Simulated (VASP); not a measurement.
# Er4Br (Cmmm) in VASP: further runs

The runs below take Er4Br through single point, with PBE.

Program: VASP 6.6.1. These are calculated values, not measurements. Logs are shortened: lines on timing, memory, paths and dates and some standing lists are left out, and cuts for length are marked.

## 1. The cell of the first run

Symmetry: Cmmm, No. 65, orthorhombic system. Conventional cell: a = 7.876 Å, b = 10.495 Å, c = 3.506 Å, α = 90.00°, β = 90.00°, γ = 90.00°. Within 3.7 Å of Er (site symmetry m2m) lie 1 Br at 2.82 Å and 6 Er at 3.40 to 3.51 Å. Er (site symmetry 2mm) has 2 Br at 2.91 Å and 7 Er at 3.24 to 3.51 Å within 3.8 Å. Br (site symmetry mmm) has 6 Er at 2.82 to 2.91 Å and 2 Br at 3.51 Å within 3.7 Å.

## 2. Single point, PBE (28.98 Å³/atom)

INCAR reads:

```
  PREC = Accurate
  ENCUT = 500
  EDIFF = 1E-6
  ISMEAR = 0
  SIGMA = 0.1
  LREAL = False
  LASPH = True
  NELM = 200
  ALGO = Normal
  ISIF = 2
  LWAVE = False
  LCHARG = False
  GGA = PE
  NBANDS = 30
  GGA_COMPAT = False
  LMAXMIX = 6
```

KPOINTS reads:

```
regular mesh
0
Gamma
  6 6 10
```

POSCAR reads:

```
Er4Br
1.0
    3.9381755193     -5.2474981077      0.0000000000
    3.9381755193      5.2474981077      0.0000000000
    0.0000000000      0.0000000000      3.5063845860
Er Br
4 1
Direct
    0.7689807313      0.2310192687      0.5000000000
    0.2055855500      0.2055855500      0.0000000000
    0.7944144500      0.7944144500      0.0000000000
    0.2310192687      0.7689807313      0.5000000000
    0.5000000000      0.5000000000      0.5000000000
```

Potentials or basis: VASP PAW PBE potentials, release 64 (Er_3, Br), 4f in core.

On the command line:

```sh
$ cat potpaw_PBE.64/Er_3/POTCAR potpaw_PBE.64/Br/POTCAR > POTCAR
$ mpirun -np 1 vasp_std > vasp.out
```

OUTCAR:

```text
PREC = Accurate
   ENCUT = 500
   EDIFF = 1E-6
   ISMEAR = 0
   LREAL = False
   LASPH = True
   NELM = 200
   ISIF = 2
   GGA = PE

 ion  position               nearest neighbor table
   1  0.769  0.231  0.500-   5 2.82   3 3.40   2 3.40   2 3.40   3 3.40
   2  0.206  0.206  0.000-   5 2.91   5 2.91   3 3.24   1 3.40   1 3.40   4 3.40   4 3.40
   3  0.794  0.794  0.000-   5 2.91   5 2.91   2 3.24   1 3.40   1 3.40   4 3.40   4 3.40
   4  0.231  0.769  0.500-   5 2.82   3 3.40   2 3.40   2 3.40   3 3.40
   5  0.500  0.500  0.500-   1 2.82   4 2.82   3 2.91   2 2.91   2 2.91   3 2.91

  LATTYP: Found a base centered orthorhombic cell.
 ALAT       =     7.8763510386
 B/A-ratio  =     1.3324693331
 C/A-ratio  =     0.4451788104

  Lattice vectors:

 A1 = (   3.9381755193,  -5.2474981077,   0.0000000000)
 A2 = (   3.9381755193,   5.2474981077,   0.0000000000)
 A3 = (   0.0000000000,   0.0000000000,   3.5063845860)

Analysis of symmetry for initial positions (statically):
=====================================================================
 Subroutine PRICEL returns:
 Original cell was already a primitive cell.

 Routine SETGRP: Setting up the symmetry group for a
 base centered orthorhombic supercell.

 Subroutine GETGRP returns: Found  8 space group operations
 (whereof  8 operations were pure point group operations)
 out of a pool of  8 trial point group operations.

The static configuration has the point symmetry D_2h.

Analysis of symmetry for dynamics (positions and initial velocities):
=====================================================================
 Subroutine PRICEL returns:
 Original cell was already a primitive cell.

 Routine SETGRP: Setting up the symmetry group for a
 base centered orthorhombic supercell.

 Subroutine GETGRP returns: Found  8 space group operations
 (whereof  8 operations were pure point group operations)
 out of a pool of  8 trial point group operations.

The dynamic configuration has the point symmetry D_2h.

 Subroutine INISYM returns: Found  8 space group operations
 (whereof  8 operations are pure point group operations),
 and found     1 'primitive' translations

----------------------------------------------------------------------------------------

                                     Primitive cell

  volume of cell :     144.9229

  direct lattice vectors                    reciprocal lattice vectors
     3.938175519 -5.247498108  0.000000000     0.126962345 -0.095283503  0.000000000
     3.938175519  5.247498108  0.000000000     0.126962345  0.095283503  0.000000000
     0.000000000  0.000000000  3.506384586     0.000000000  0.000000000  0.285194044

  length of vectors
     6.560904115  6.560904115  3.506384586     0.158739986  0.158739986  0.285194044

  position of ions in fractional coordinates (direct lattice)
     0.768980731  0.231019269  0.500000000
     0.205585550  0.205585550  0.000000000
     0.794414450  0.794414450  0.000000000
     0.231019269  0.768980731  0.500000000
     0.500000000  0.500000000  0.500000000

  ion indices of the primitive-cell ions
   primitive index   ion index
                 1           1
                 2           2
                 3           3
                 4           4
                 5           5

----------------------------------------------------------------------------------------

 KPOINTS: regular mesh

Automatic generation of k-mesh.
 Grid dimensions read from file:
 generate k-points for:    6    6   10

 Generating k-lattice:

  Cartesian coordinates                     Fractional coordinates (reciprocal lattice)
     0.021160391 -0.015880584  0.000000000     0.166666667  0.000000000  0.000000000
     0.021160391  0.015880584  0.000000000     0.000000000  0.166666667  0.000000000
     0.000000000  0.000000000  0.028519404     0.000000000  0.000000000  0.100000000

  Length of vectors
     0.026456664  0.026456664  0.028519404

  Shift w.r.t. Gamma in fractional coordinates (k-lattice)
     0.000000000  0.000000000  0.000000000

 Subroutine IBZKPT returns following result:
 ===========================================

 Found     78 irreducible k-points:

 Following reciprocal coordinates:
            Coordinates               Weight
  0.000000  0.000000  0.000000      1.000000
  0.166667  0.000000  0.000000      4.000000
  0.333333  0.000000  0.000000      4.000000
  0.500000 -0.000000  0.000000      2.000000
  0.166667  0.166667  0.000000      2.000000
  0.333333  0.166667  0.000000      4.000000
[... 16 lines left out ...]
  0.333333  0.333333  0.100000      4.000000
  0.500000  0.333333  0.100000      8.000000
 [... further k-points ...]
   k-points           NKPTS =     78   k-points in BZ     NKDIM =     78   number of bands    NBANDS=     30
   number of dos      NEDOS =    301   number of ions     NIONS =      5
   total plane-waves  NPLWV =  64512
   dimension x,y,z NGX =    48 NGY =   48 NGZ =   28
   dimension x,y,z NGXF=    96 NGYF=   96 NGZF=   56
   ions per type =               4   1
   NGX,Y,Z   is equivalent  to a cutoff of  12.16, 12.16, 13.28 a.u.
   NGXF,Y,Z  is equivalent  to a cutoff of  24.33, 24.33, 26.55 a.u.
 SYSTEM =  unknown system
   PREC   = accura    normal or accurate (medium, high low for compatibility)
   ISTART =      0    job   : 0-new  1-cont  2-samecut
   ICHARG =      2    charge: 1-file 2-atom 10-const
   ISPIN  =      1    spin polarized calculation?
   LNONCOLLINEAR =      F non collinear calculations
   LSORBIT =      F    spin-orbit coupling
   LASPH  =      T    aspherical Exc in radial PAW
   ENCUT  =  500.0 eV  36.75 Ry    6.06 a.u.  11.96 11.96  6.39*2*pi/ulx,y,z
   NELM   =    200;   NELMIN=  2; NELMDL= -5     # of ELM steps
   EDIFF  = 0.1E-05   stopping-criterion for ELM
   LREAL  =      F    real-space projection
   EDIFFG = 0.1E-04   stopping-criterion for IOM
   NSW    =      0    number of steps for IOM
   IBRION =     -1    ionic relax: 0-MD 1-quasi-New 2-CG
   NFREE  =      0    steps in history (QN), initial steepest desc. (CG)
   ISIF   =      2    stress and relaxation
   ISYM   =      2    0-nonsym 1-usesym 2-fastsym
   POTIM  = 0.5000    time-step for ionic-motion
   TEBEG  =    0.0;   TEEND  =   0.0 temperature during run
   PSTRESS=    0.0 pullay stress
   NELECT =      43.0000    total number of electrons
   NUPDOWN=      -1.0000    fix difference up-down
   EMIN   =  10.00;   EMAX   =-10.00  energy-range for DOS
   EFERMI =   0.00;   METHOD = LEGACY
   ISMEAR =     0;   SIGMA  =   0.10  broadening in eV -4-tet -1-fermi 0-gaus
   EFERMI_NEDOS =   21; number of points for ismear=-14 and -15
   IALGO  =     38    algorithm
   IMIX   =      4    mixing-type and parameters
     AMIX     =   0.40;   BMIX     =  1.00
     AMIX_MAG =   1.60;   BMIX_MAG =  1.00
  volume/ion in A,a.u.               =      28.98       195.60
  Fermi-wavevector in a.u.,A,eV,Ry     =   1.091906  2.063404 16.221672  1.192259
  Thomas-Fermi vector in A             =   2.228161
   LORBIT       =      0    0 simple, 1 ext, 2 COOP (PROOUT), +10 PAW based schemes
   GGA     = PE    functional components
   LHFCALC =     F    Hartree Fock is set to
   AEXX    =    0.0000 exact exchange contribution
   IVDW    =     0    specifies the selected vdW correction
   LEPSILON=     F    determine dielectric tensor
   LRPA    =     F    only Hartree local field effects (RPA)
 non-spin polarized calculation
 Gauss-broadening in eV      SIGMA  =   0.10
  energy-cutoff  :      500.00
  volume of cell :      144.92
 maximum number of plane-waves:      3709
   NGX = 23   NGY = 23   NGZ = 13

 number of electron      42.9999996 magnetization

 Free energy of the ion-electron system (eV)
  ---------------------------------------------------
  ext. energy  EPLUGINS =         0.00000000
  ---------------------------------------------------
  free energy    TOTEN  =       -21.13724240 eV

  energy without entropy =      -21.10633854  energy(sigma->0) =      -21.12179047

 E-fermi :   3.4737     XC(G=0):  -9.8297

 val. band max:        3.4705349566   @ k =   0.5000   0.5000   0.1000
 cond. band min:       3.4786676550   @ k =   0.1667   0.0000   0.2000
 fundamental gap:      0.0081326984
 Fermi energy:         3.4736562772

 k-point     1 :       0.0000    0.0000    0.0000
  band No.  band energies     occupation
      1     -21.6396      2.00000
      2     -21.4970      2.00000
      3     -21.4114      2.00000
      4     -21.2571      2.00000
      5     -21.1910      2.00000
      6     -21.1808      2.00000
[... 22 lines left out ...]
     29       6.3696      0.00000
     30       6.3789      0.00000

 k-point     2 :       0.1667    0.0000    0.0000
  band No.  band energies     occupation
      1     -21.6217      2.00000
      2     -21.4913      2.00000
      3     -21.4002      2.00000
      4     -21.2629      2.00000
      5     -21.2004      2.00000
      6     -21.1780      2.00000
[... 22 lines left out ...]
     29       6.1271      0.00000
     30       6.4420      0.00000

 k-point     3 :       0.3333    0.0000    0.0000
  band No.  band energies     occupation
      1     -21.5783      2.00000
      2     -21.4849      2.00000
      3     -21.3706      2.00000
      4     -21.2737      2.00000
      5     -21.2250      2.00000
      6     -21.1720      2.00000
[... 22 lines left out ...]
     29       6.3349      0.00000
     30       6.4223      0.00000

 k-point     4 :       0.5000   -0.0000    0.0000
  band No.  band energies     occupation
      1     -21.5478      2.00000
      2     -21.4897      2.00000
      3     -21.3474      2.00000
      4     -21.2815      2.00000
      5     -21.2403      2.00000
      6     -21.1686      2.00000
[... 616 lines left out ...]
     29       5.9074      0.00000
     30       6.1317      0.00000

 k-point    23 :       0.3333    0.3333    0.1000
  band No.  band energies     occupation
      1     -21.5207      2.00000
      2     -21.4409      2.00000
      3     -21.3384      2.00000
      4     -21.3157      2.00000
      5     -21.2879      2.00000
      6     -21.1764      2.00000
[... 22 lines left out ...]
     29       6.4055      0.00000
     30       6.5478      0.00000

 k-point    24 :       0.5000    0.3333    0.1000
  band No.  band energies     occupation
      1     -21.5170      2.00000
      2     -21.4430      2.00000
      3     -21.3357      2.00000
      4     -21.3225      2.00000
      5     -21.2798      2.00000
      6     -21.1760      2.00000
[... 22 lines left out ...]
     29       6.1827      0.00000
     30       6.7015      0.00000

 [... further k-points ...]

------------------------ aborting loop because EDIFF is reached ----------------------------------------

  FORCE on cell =-STRESS in cart. coord.  units (eV):
  Direction    XX          YY          ZZ          XY          YZ          ZX
  --------------------------------------------------------------------------------------
  -------------------------------------------------------------------------------------
  Total        1.5314823      1.6615868      1.6391092     -0.0000000      0.0000000      0.0000000
  in kB       16.9311190     18.3694736     18.1209752     -0.0000000      0.0000000      0.0000000
  external PRESSURE =      17.8071893 kB  Pullay stress =       0.0000000 kB

 VOLUME and BASIS-vectors are now :
 -----------------------------------------------------------------------------
  energy-cutoff  :      500.00
  volume of cell :      144.92
      direct lattice vectors                 reciprocal lattice vectors
     3.938175519 -5.247498108  0.000000000     0.126962345 -0.095283503  0.000000000
     3.938175519  5.247498108  0.000000000     0.126962345  0.095283503  0.000000000
     0.000000000  0.000000000  3.506384586     0.000000000  0.000000000  0.285194044

 POSITION                                       TOTAL-FORCE (eV/Angst)
 -----------------------------------------------------------------------------------
      3.93818     -2.82295      1.75319        -0.000000      0.024786      0.000000
      1.61926      0.00000      0.00000         0.039591     -0.000000      0.000000
      6.25709      0.00000      0.00000        -0.039591     -0.000000      0.000000
      3.93818      2.82295      1.75319        -0.000000     -0.024786      0.000000
      3.93818      0.00000      1.75319        -0.000000     -0.000000      0.000000
 -----------------------------------------------------------------------------------
    total drift:                                0.000000      0.000000     -0.000000

  FREE ENERGIE OF THE ION-ELECTRON SYSTEM (eV)
  ---------------------------------------------------
  free  energy   TOTEN  =       -21.1372424043 eV

  energy  without entropy=      -21.1063385377  energy(sigma->0) =      -21.12179047
```

Run time: 3.3 min. Hardware: 1 thread of Intel Xeon 6975P-C (Granite Rapids), shared host; peak memory 0.42 GiB.

What came out:

```
Free energy            : -21.1372 eV
Pressure               : 1.8 GPa
Largest force          : 0.040 eV/Å
Band gap on the k mesh : zero (an odd number of electrons rules out a gap without spin polarisation)
```

Forces on the atoms (eV/Å):
```
Er   0.000  0.025  0.000
Er   0.040  0.000  0.000
Er  -0.040  0.000  0.000
Er   0.000 -0.025  0.000
Br   0.000  0.000  0.000
```

Caveat: spin-orbit coupling is left out, which moves the levels of the heavy elements; the 4f electrons are frozen in the core, so they carry no moment and show no levels; an odd number of electrons without spin polarisation forces a metal; a magnetic or distorted state may lie lower; the run has no spin polarisation, though such a crystal can be magnetic. Spin polarisation is off, so any magnetic state and its effect on volume and gap are missing.

## 3. Single point, PBE

This run uses another cell than the first one, of 29.88 Å³/atom.

INCAR reads:

```
  ALGO = Normal
  EDIFF = 1E-6
  ENCUT = 500
  GGA = PE
  GGA_COMPAT = F
  ISIF = 2
  ISMEAR = 0
  LASPH = T
  LCHARG = F
  LMAXMIX = 6
  LREAL = F
  LWAVE = F
  NBANDS = 30
  NELM = 200
  PREC = Accurate
  SIGMA = 0.1
```

KPOINTS reads:

```
k-points
0
Gamma
  6 6 10
```

POSCAR reads:

```
Er4Br
1.0
    3.9836150657     -5.2917048776      0.0000000000
    3.9836150657      5.2917048776      0.0000000000
    0.0000000000      0.0000000000      3.5437427818
Er Br
4 1
Direct
    0.7696315901      0.2303684099      0.5000000000
    0.2047409042      0.2047409042      0.0000000000
    0.7952590958      0.7952590958      0.0000000000
    0.2303684099      0.7696315901      0.5000000000
    0.5000000000      0.5000000000      0.5000000000
```

Potentials or basis: VASP PAW PBE potentials, release 64 (Er_3, Br), 4f in core.

On the command line:

```sh
$ cat potpaw_PBE.64/Er_3/POTCAR potpaw_PBE.64/Br/POTCAR > POTCAR
$ mpirun -np 1 vasp_std > vasp.out
```

Wall time 2.8 min (1 thread of Intel Xeon 6975P-C (Granite Rapids), shared host); peak memory 0.44 GiB.

It converged, with:

| Quantity | Value |
| --- | --- |
| Free energy | -21.1649 eV |
| Pressure | 0.3 GPa |
| Largest force | 0.046 eV/Å |
| Band gap on the k mesh | zero (an odd number of electrons rules out a gap without spin polarisation) |

Forces on the atoms (eV/Å):
```
Er   0.000  0.027  0.000
Er   0.046  0.000  0.000
Er  -0.046  0.000  0.000
Er   0.000 -0.027  0.000
Br   0.000  0.000  0.000
```

Stress tensor (GPa, compression positive):
```
0.22 0.00 0.00
0.00 0.34 0.00
0.00 0.00 0.34
```

Levels at points of the mesh, in eV from the Fermi level:
```tsv
k point	band 18	band 19	band 20	band 21	band 22	band 23	band 24	band 25	band 26	band 27
(0.00, 0.00, 0.00)	-1.50	-1.40	-0.69	-0.64	-0.38	1.61	1.72	1.81	1.98	2.15
(0.50, 0.00, 0.00)	-2.72	-1.46	-0.94	-0.49	-0.09	1.05	1.48	1.52	1.53	1.95
(0.50, 0.50, 0.00)	-2.49	-1.07	-0.88	0.00	0.07	0.11	0.54	1.03	1.25	2.58
(0.00, 0.00, 0.50)	-0.96	-0.29	-0.08	-0.01	0.00	0.17	0.27	0.58	1.28	1.37
(0.50, 0.00, 0.50)	-1.02	-0.81	-0.59	-0.44	-0.02	0.14	0.93	1.18	1.67	1.89
(0.50, 0.50, 0.50)	-1.01	-0.98	-0.97	-0.74	-0.72	0.68	1.44	2.09	2.15	2.48
```

Caveat: spin-orbit coupling is left out, which moves the levels of the heavy elements; the 4f electrons are frozen in the core, so they carry no moment and show no levels; an odd number of electrons without spin polarisation forces a metal; a magnetic or distorted state may lie lower; the run has no spin polarisation, though such a crystal can be magnetic.

## 4. Single point, PBE

This run uses another cell than the first one, of 29.88 Å³/atom.

INCAR reads:

```
SYSTEM = Er4Br
ALGO = Normal
EDIFF = 1E-6
ENCUT = 500
GGA = PE
GGA_COMPAT = .FALSE.
ISIF = 2
ISMEAR = 0
LASPH = .TRUE.
LCHARG = .TRUE.
LELF = .TRUE.
LMAXMIX = 6
LREAL = .FALSE.
LVHAR = .TRUE.
LWAVE = .FALSE.
NBANDS = 30
NELM = 200
PREC = Accurate
SIGMA = 0.1
```

KPOINTS reads:

```
k-points
0
G
  6 6 10
  0 0 0
```

POSCAR reads:

```
Er4Br
1.0
    3.9822327563     -5.2928460550      0.0000000000
    3.9822327563      5.2928460550      0.0000000000
    0.0000000000      0.0000000000      3.5436985127
Er Br
4 1
Direct
    0.7696714849      0.2303285151      0.5000000000
    0.2047746052      0.2047746052      0.0000000000
    0.7952253948      0.7952253948      0.0000000000
    0.2303285151      0.7696714849      0.5000000000
    0.5000000000      0.5000000000      0.5000000000
```

On the command line:

```sh
$ cat potpaw_PBE.64/Er_3/POTCAR potpaw_PBE.64/Br/POTCAR > POTCAR
$ mpirun -np 1 vasp_std > vasp.out
```

Wall time 2.6 min (1 thread of Intel Xeon 6975P-C (Granite Rapids), shared host); peak memory 0.43 GiB.

It converged, with:

- Free energy: -21.1648 eV
- Pressure: 0.3 GPa
- Largest force: 0.045 eV/Å
- Band gap on the k mesh: zero (an odd number of electrons rules out a gap without spin polarisation)

Forces on the atoms (eV/Å):
```
Er   0.000  0.031  0.000
Er   0.045  0.000  0.000
Er  -0.045  0.000  0.000
Er   0.000 -0.031  0.000
Br   0.000  0.000  0.000
```

Stress tensor (GPa, compression positive):
```
0.24 0.00 0.00
0.00 0.32 0.00
0.00 0.00 0.34
```

Levels at points of the mesh, in eV from the Fermi level:
```tsv
k point	band 18	band 19	band 20	band 21	band 22	band 23	band 24	band 25	band 26	band 27
(0.00, 0.00, 0.00)	-1.50	-1.40	-0.69	-0.64	-0.38	1.61	1.72	1.82	1.98	2.15
(0.50, 0.00, 0.00)	-2.72	-1.46	-0.94	-0.49	-0.09	1.05	1.48	1.52	1.53	1.95
(0.50, 0.50, 0.00)	-2.49	-1.07	-0.88	0.00	0.07	0.11	0.54	1.03	1.25	2.58
(0.00, 0.00, 0.50)	-0.96	-0.29	-0.08	-0.01	0.00	0.17	0.27	0.58	1.28	1.38
(0.50, 0.00, 0.50)	-1.03	-0.81	-0.59	-0.44	-0.02	0.14	0.93	1.18	1.67	1.89
(0.50, 0.50, 0.50)	-1.01	-0.98	-0.97	-0.74	-0.72	0.68	1.44	2.09	2.15	2.48
```

Caveat: spin-orbit coupling is left out, which moves the levels of the heavy elements; the 4f electrons are frozen in the core, so they carry no moment and show no levels; an odd number of electrons without spin polarisation forces a metal; a magnetic or distorted state may lie lower; the run has no spin polarisation, though such a crystal can be magnetic. Spin polarisation is off, so any magnetic state and its effect on volume and gap are missing.
